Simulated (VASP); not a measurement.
# Cu (I4/mmm) in VASP: notebook

Aim: see how the results for Cu move with the level of theory and the settings. Levels: PBE, PBEsol. Tasks: single point.

Everything below comes from runs of VASP 6.6.1. Logs are shortened: lines on timing, memory, paths and dates and some standing lists are left out, and cuts for length are marked.

### Step 1. The cell of the first run

It takes space group I4/mmm (No. 139, tetragonal). Conventional cell: a = 2.886 Å, b = 2.886 Å, c = 2.752 Å, α = 90.00°, β = 90.00°, γ = 90.00°. Cu (site symmetry 4/mmm) has 14 Cu at 2.46 to 2.89 Å within 3.2 Å.

### Step 2. Single point, PBE

INCAR

```
ALGO = Normal ; EDIFF = 1E-6
ENCUT = 820 ; GGA = PE
GGA_COMPAT = F ; ISIF = 2
ISMEAR = 0 ; LASPH = T
LCHARG = T ; LELF = T
LREAL = F ; LVHAR = T
LWAVE = F ; NBANDS = 16
NELM = 120 ; PREC = Accurate
SIGMA = 0.020999999999999998
```

KPOINTS

```
k-points
0
Gamma
  13 13 13
```

POSCAR

```
Cu
1.0
   -1.4427933200      1.4427933200      1.3760814500
    1.4427933200     -1.4427933200      1.3760814500
    1.4427933200      1.4427933200     -1.3760814500
Cu
1
Direct
    0.0000000000      0.0000000000      0.0000000000
```

Potentials or basis: VASP PAW PBE potentials, release 64 (Cu_sv_GW).

On the command line:

```
$ cat potpaw_PBE.64/Cu_sv_GW/POTCAR > POTCAR
$ mpirun -np 1 vasp_std > vasp.out
```

OUTCAR:

```text
EDIFF = 1E-6
   ENCUT = 820
   GGA = PE
   ISIF = 2
   ISMEAR = 0
   LASPH = T
   LREAL = F
   NELM = 120
   PREC = Accurate

 ion  position               nearest neighbor table
   1  0.000  0.000  0.000-

  LATTYP: Found a body centered tetragonal cell.
 ALAT       =     2.8855866400
 C/A-ratio  =     0.9537620052

  Lattice vectors:

 A1 = (  -1.4427933200,   1.4427933200,   1.3760814500)
 A2 = (   1.4427933200,  -1.4427933200,   1.3760814500)
 A3 = (   1.4427933200,   1.4427933200,  -1.3760814500)

Analysis of symmetry for initial positions (statically):
=====================================================================
 Subroutine PRICEL returns:
 Original cell was already a primitive cell.

 Routine SETGRP: Setting up the symmetry group for a
 body centered tetragonal supercell.

 Subroutine GETGRP returns: Found 16 space group operations
 (whereof 16 operations were pure point group operations)
 out of a pool of 16 trial point group operations.

The static configuration has the point symmetry D_4h.

Analysis of symmetry for dynamics (positions and initial velocities):
=====================================================================
 Subroutine PRICEL returns:
 Original cell was already a primitive cell.

 Routine SETGRP: Setting up the symmetry group for a
 body centered tetragonal supercell.

 Subroutine GETGRP returns: Found 16 space group operations
 (whereof 16 operations were pure point group operations)
 out of a pool of 16 trial point group operations.

The dynamic configuration has the point symmetry D_4h.

 Subroutine INISYM returns: Found 16 space group operations
 (whereof 16 operations are pure point group operations),
 and found     1 'primitive' translations

----------------------------------------------------------------------------------------

                                     Primitive cell

  volume of cell :      11.4581

  direct lattice vectors                    reciprocal lattice vectors
    -1.442793320  1.442793320  1.376081450     0.000000000  0.346549983  0.363350585
     1.442793320 -1.442793320  1.376081450     0.346549983  0.000000000  0.363350585
     1.442793320  1.442793320 -1.376081450     0.346549983  0.346549983  0.000000000

  length of vectors
     2.461078074  2.461078074  2.461078074     0.502116060  0.502116060  0.490095685

  position of ions in fractional coordinates (direct lattice)
     0.000000000  0.000000000  0.000000000

  ion indices of the primitive-cell ions
   primitive index   ion index
                 1           1

----------------------------------------------------------------------------------------

 KPOINTS: k-points

Automatic generation of k-mesh.
 Grid dimensions read from file:
 generate k-points for:   13   13   13

 Generating k-lattice:

  Cartesian coordinates                     Fractional coordinates (reciprocal lattice)
     0.000000000  0.026657691  0.027950045     0.076923077 -0.000000000  0.000000000
     0.026657691  0.000000000  0.027950045    -0.000000000  0.076923077  0.000000000
     0.026657691  0.026657691  0.000000000     0.000000000  0.000000000  0.076923077

  Length of vectors
     0.038624312  0.038624312  0.037699668

  Shift w.r.t. Gamma in fractional coordinates (k-lattice)
     0.000000000  0.000000000  0.000000000

 Subroutine IBZKPT returns following result:
 ===========================================

 Found    196 irreducible k-points:

 Following reciprocal coordinates:
            Coordinates               Weight
  0.000000  0.000000  0.000000      1.000000
  0.076923  0.000000  0.000000      8.000000
  0.153846  0.000000  0.000000      8.000000
  0.230769 -0.000000  0.000000      8.000000
  0.307692  0.000000  0.000000      8.000000
  0.384615 -0.000000  0.000000      8.000000
[... 16 lines left out ...]
  0.384615  0.153846  0.000000     16.000000
  0.461538  0.153846  0.000000     16.000000
 [... further k-points ...]
   k-points           NKPTS =    196   k-points in BZ     NKDIM =    196   number of bands    NBANDS=     16
   number of dos      NEDOS =    301   number of ions     NIONS =      1
   total plane-waves  NPLWV =  13824
   dimension x,y,z NGX =    24 NGY =   24 NGZ =   24
   dimension x,y,z NGXF=    48 NGYF=   48 NGZF=   48
   ions per type =               1
   NGX,Y,Z   is equivalent  to a cutoff of  16.21, 16.21, 16.21 a.u.
   NGXF,Y,Z  is equivalent  to a cutoff of  32.42, 32.42, 32.42 a.u.
 SYSTEM =  unknown system
   PREC   = accura    normal or accurate (medium, high low for compatibility)
   ISTART =      0    job   : 0-new  1-cont  2-samecut
   ICHARG =      2    charge: 1-file 2-atom 10-const
   ISPIN  =      1    spin polarized calculation?
   LNONCOLLINEAR =      F non collinear calculations
   LSORBIT =      F    spin-orbit coupling
   LASPH  =      T    aspherical Exc in radial PAW
   ENCUT  =  820.0 eV  60.27 Ry    7.76 a.u.   5.75  5.75  5.75*2*pi/ulx,y,z
   NELM   =    120;   NELMIN=  2; NELMDL= -5     # of ELM steps
   EDIFF  = 0.1E-05   stopping-criterion for ELM
   LREAL  =      F    real-space projection
   EDIFFG = 0.1E-04   stopping-criterion for IOM
   NSW    =      0    number of steps for IOM
   IBRION =     -1    ionic relax: 0-MD 1-quasi-New 2-CG
   NFREE  =      0    steps in history (QN), initial steepest desc. (CG)
   ISIF   =      2    stress and relaxation
   ISYM   =      2    0-nonsym 1-usesym 2-fastsym
   POTIM  = 0.5000    time-step for ionic-motion
   TEBEG  =    0.0;   TEEND  =   0.0 temperature during run
   PSTRESS=    0.0 pullay stress
   NELECT =      19.0000    total number of electrons
   NUPDOWN=      -1.0000    fix difference up-down
   EMIN   =  10.00;   EMAX   =-10.00  energy-range for DOS
   EFERMI =   0.00;   METHOD = LEGACY
   ISMEAR =     0;   SIGMA  =   0.02  broadening in eV -4-tet -1-fermi 0-gaus
   EFERMI_NEDOS =   21; number of points for ismear=-14 and -15
   IALGO  =     38    algorithm
   IMIX   =      4    mixing-type and parameters
     AMIX     =   0.40;   BMIX     =  1.00
     AMIX_MAG =   1.60;   BMIX_MAG =  1.00
  volume/ion in A,a.u.               =      11.46        77.32
  Fermi-wavevector in a.u.,A,eV,Ry     =   1.937709  3.661739 51.086019  3.754716
  Thomas-Fermi vector in A             =   2.968234
   LORBIT       =      0    0 simple, 1 ext, 2 COOP (PROOUT), +10 PAW based schemes
   GGA     = PE    functional components
   LHFCALC =     F    Hartree Fock is set to
   AEXX    =    0.0000 exact exchange contribution
   IVDW    =     0    specifies the selected vdW correction
   LEPSILON=     F    determine dielectric tensor
   LRPA    =     F    only Hartree local field effects (RPA)
 non-spin polarized calculation
 Gauss-broadening in eV      SIGMA  =   0.02
  energy-cutoff  :      820.00
  volume of cell :       11.46
 maximum number of plane-waves:       625
   NGX = 11   NGY = 11   NGZ = 11

 number of electron      19.0000004 magnetization

 Free energy of the ion-electron system (eV)
  ---------------------------------------------------
  ext. energy  EPLUGINS =         0.00000000
  ---------------------------------------------------
  free energy    TOTEN  =        -3.75260973 eV

  energy without entropy =       -3.75252034  energy(sigma->0) =       -3.75256504

 E-fermi :   7.9078     XC(G=0): -13.5548

 val. band max:        7.8997996445   @ k =  -0.3077   0.4615   0.0769
 cond. band min:       7.9380566879   @ k =  -0.2308   0.4615   0.0769
 fundamental gap:      0.0382570435
 Fermi energy:         7.9077984328

 k-point     1 :       0.0000    0.0000    0.0000
  band No.  band energies     occupation
      1    -104.6938      2.00000
      2     -61.9990      2.00000
      3     -61.9973      2.00000
      4     -61.9973      2.00000
      5      -1.6733      2.00000
      6       4.6700      2.00000
[... 8 lines left out ...]
     15      36.8543      0.00000
     16      36.8547      0.00000

 k-point     2 :       0.0769    0.0000    0.0000
  band No.  band energies     occupation
      1    -104.6927      2.00000
      2     -62.0052      2.00000
      3     -61.9999      2.00000
      4     -61.9981      2.00000
      5      -1.4364      2.00000
      6       4.6753      2.00000
[... 8 lines left out ...]
     15      35.2525      0.00000
     16      36.0088      0.00000

 k-point     3 :       0.1538    0.0000    0.0000
  band No.  band energies     occupation
      1    -104.6897      2.00000
      2     -62.0250      2.00000
      3     -62.0072      2.00000
      4     -61.9982      2.00000
      5      -0.7428      2.00000
      6       4.5793      2.00000
[... 8 lines left out ...]
     15      34.0003      0.00000
     16      36.4750      0.00000

 k-point     4 :       0.2308   -0.0000    0.0000
  band No.  band energies     occupation
      1    -104.6857      2.00000
      2     -62.0529      2.00000
      3     -62.0177      2.00000
      4     -61.9984      2.00000
      5       0.3382      2.00000
      6       4.4046      2.00000
[... 8 lines left out ...]
     15      33.1630      0.00000
     16      37.7562      0.00000

 k-point     5 :       0.3077    0.0000    0.0000
  band No.  band energies     occupation
      1    -104.6812      2.00000
      2     -62.0822      2.00000
      3     -62.0285      2.00000
      4     -61.9985      2.00000
      5       1.5918      2.00000
      6       4.2165      2.00000
[... 8 lines left out ...]
     15      32.6766      0.00000
     16      39.4825      0.00000

 k-point     6 :       0.3846   -0.0000    0.0000
  band No.  band energies     occupation
      1    -104.6777      2.00000
      2     -62.1065      2.00000
      3     -62.0376      2.00000
      4     -61.9988      2.00000
      5       2.4761      2.00000
      6       4.0624      2.00000
[... 8 lines left out ...]
     15      32.4405      0.00000
     16      41.2297      0.00000
[... 267 lines left out ...]
 k-point    21 :       0.2308    0.1538    0.0000
  band No.  band energies     occupation
      1    -104.6796      2.00000
      2     -62.0872      2.00000
      3     -62.0301      2.00000
      4     -62.0080      2.00000
      5       2.1592      2.00000
      6       4.2604      2.00000
[... 8 lines left out ...]
     15      35.6367      0.00000
     16      38.0051      0.00000

 k-point    22 :       0.3077    0.1538   -0.0000
  band No.  band energies     occupation
      1    -104.6764      2.00000
      2     -62.1038      2.00000
      3     -62.0422      2.00000
      4     -62.0084      2.00000
      5       2.9268      2.00000
      6       4.1049      2.00000
[... 8 lines left out ...]
     15      36.5616      0.00000
     16      38.1484      0.00000

 k-point    23 :       0.3846    0.1538    0.0000
  band No.  band energies     occupation
      1    -104.6747      2.00000
      2     -62.1122      2.00000
      3     -62.0499      2.00000
      4     -62.0082      2.00000
      5       3.1193      2.00000
      6       4.0339      2.00000
[... 8 lines left out ...]
     15      37.1553      0.00000
     16      38.9293      0.00000

 k-point    24 :       0.4615    0.1538    0.0000
  band No.  band energies     occupation
      1    -104.6748      2.00000
      2     -62.1116      2.00000
      3     -62.0502      2.00000
      4     -62.0076      2.00000
      5       3.1151      2.00000
      6       4.0399      2.00000
[... 8 lines left out ...]
     15      37.4241      0.00000
     16      39.8468      0.00000

 [... further k-points ...]
[... 5 lines left out ...]
  --------------------------------------------------------------------------------------
  -------------------------------------------------------------------------------------
  Total        0.4363546      0.4363546      0.4574755      0.0000000     -0.0000000      0.0000000
  in kB       61.0151597     61.0151597     63.9684869      0.0000000     -0.0000000      0.0000000
  external PRESSURE =      61.9996021 kB  Pullay stress =       0.0000000 kB

 VOLUME and BASIS-vectors are now :
 -----------------------------------------------------------------------------
  energy-cutoff  :      820.00
  volume of cell :       11.46
      direct lattice vectors                 reciprocal lattice vectors
    -1.442793320  1.442793320  1.376081450     0.000000000  0.346549983  0.363350585
     1.442793320 -1.442793320  1.376081450     0.346549983  0.000000000  0.363350585
     1.442793320  1.442793320 -1.376081450     0.346549983  0.346549983  0.000000000

 POSITION                                       TOTAL-FORCE (eV/Angst)
 -----------------------------------------------------------------------------------
      0.00000      0.00000      0.00000        -0.000000      0.000000     -0.000000
 -----------------------------------------------------------------------------------
    total drift:                                0.000000      0.000000     -0.000000

  FREE ENERGIE OF THE ION-ELECTRON SYSTEM (eV)
  ---------------------------------------------------
  free  energy   TOTEN  =        -3.7526097340 eV

  energy  without entropy=       -3.7525203372  energy(sigma->0) =       -3.75256504
```

Wall time 77 s (1 thread of Intel Xeon Platinum 8259CL at 2.50GHz (Skylake/Cascade Lake), shared host); peak memory 0.21 GiB.

Results:

- Free energy: -3.7526 eV
- Pressure: 6.2 GPa
- Band gap on the k mesh: zero (an odd number of electrons rules out a gap without spin polarisation)

Stress tensor (GPa, compression positive):
```
6.10 0.00 0.00
0.00 6.10 0.00
0.00 0.00 6.40
```

Levels at points of the mesh, in eV from the Fermi level:
```
           k point  band 7  band 8  band 9  band 10  band 11  band 12  band 13  band 14
(0.00, 0.00, 0.00)   -3.04   -3.04   -2.16    -1.95    24.94    24.94    26.19    28.93
```

Caveat: the cell stands under pressure.

### Step 3. Single point, PBE

INCAR

```
ALGO = Normal ; EDIFF = 1E-6
ENCUT = 820 ; GGA = PE
GGA_COMPAT = False ; ISIF = 2
ISMEAR = 0 ; LASPH = True
LCHARG = True ; LELF = True
LREAL = False ; LVHAR = True
LWAVE = False ; NBANDS = 16
NELM = 120 ; PREC = Accurate
SIGMA = 0.027000000000000003
```

KPOINTS is that of step 2.

POSCAR is that of step 2.

Potentials or basis: VASP PAW PBE potentials, release 64 (Cu_sv_GW).

On the command line:

```
$ cat potpaw_PBE.64/Cu_sv_GW/POTCAR > POTCAR
$ mpirun -np 1 vasp_std > vasp.out
```

Run time: 23 s. Hardware: 1 thread of Intel Xeon 6975P-C (Granite Rapids), shared host; peak memory 0.21 GiB.

It converged, with:

```yaml
Free_energy: -3.7526 eV
Pressure: 6.4 GPa
Band_gap_on_the_k_mesh: zero (an odd number of electrons rules out a gap without spin polarisation)
```

Stress tensor (GPa, compression positive):
```
6.28 0.00 0.00
0.00 6.28 0.00
0.00 0.00 6.55
```

Levels at points of the mesh, in eV from the Fermi level:
| k point | band 7 | band 8 | band 9 | band 10 | band 11 | band 12 | band 13 | band 14 |
| --- | --- | --- | --- | --- | --- | --- | --- | --- |
| (0.00, 0.00, 0.00) | -3.04 | -3.04 | -2.16 | -1.95 | 24.94 | 24.94 | 26.19 | 28.93 |

Caveat: the cell stands under pressure.

[end of part 1 of 2]

The gap in the log of VASP goes by the Fermi energy; the results here count the filled bands.